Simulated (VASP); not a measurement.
Wanted: the native input for a VASP 6.6.1 run.

```
Task                   : single point
Functional             : r2SCAN
Potentials or basis    : VASP PAW PBE potentials, release 64 (Ag)
Cutoff                 : 520 eV
k mesh                 : 26 × 26 × 26
Occupations            : gaussian, width 0.15 eV
Spin                   : no spin polarisation
Dipole correction      : no
Further INCAR settings : ALGO = Normal; EDIFF = 1e-06; NBANDS = 12
```

Crystal: Ag.

```
CELL_PARAMETERS angstrom
-1.55255 1.55255 1.67512
1.55255 -1.55255 1.67512
1.55255 1.55255 -1.67512
ATOMIC_POSITIONS crystal
Ag 0.00000 0.00000 0.00000
```

This cell differs from its parent crystal: strain -0.050 along x and y, +0.025 along z.

The input as run:

POSCAR

```
Ag
1.0
   -1.5525542660      1.5525542660      1.6751243396
    1.5525542660     -1.5525542660      1.6751243396
    1.5525542660      1.5525542660     -1.6751243396
Ag
1
Direct
    0.0000000000      0.0000000000      0.0000000000
```

INCAR.step1

```
SYSTEM = Ag
PREC = Accurate ; ENCUT = 520
ISMEAR = 0 ; SIGMA = 0.15
LREAL = .FALSE. ; LASPH = .TRUE.
NELM = 80 ; NBANDS = 12
GGA = PE ; ALGO = Normal
EDIFF = 1E-4 ; LWAVE = .TRUE.
LCHARG = .FALSE.
```

INCAR.step2

```
SYSTEM = Ag
PREC = Accurate ; ENCUT = 520
EDIFF = 1E-6 ; ISMEAR = 0
SIGMA = 0.15 ; LREAL = .FALSE.
LASPH = .TRUE. ; NELM = 80
ALGO = Normal ; ISIF = 2
LWAVE = .FALSE. ; LCHARG = .FALSE.
METAGGA = R2SCAN ; LMIXTAU = .TRUE.
NBANDS = 12 ; ISTART = 1
```

KPOINTS

```
Automatic mesh
0
G
  26 26 26
  0 0 0
```

Potentials or basis: VASP PAW PBE potentials, release 64 (Ag).

Launch:

```bash
$ cat potpaw_PBE.64/Ag/POTCAR > POTCAR
$ cp INCAR.step1 INCAR
$ mpirun -np 1 vasp_std > vasp.out
$ cp INCAR.step2 INCAR
$ mpirun -np 1 vasp_std > vasp.out
```

Results of the run:

```
Pressure               : 9.6 GPa
Band gap on the k mesh : zero (an odd number of electrons rules out a gap without spin polarisation)
```

Caveat: the cell differs from its parent crystal (strain -0.050 along x and y, +0.025 along z); the cell stands under pressure; the PAW data sets were made with another functional, which shifts forces and pressure a little.

Run time: 15 min on 1 thread of Intel Xeon 8259CL, on a shared host, peak memory 0.36 GiB.
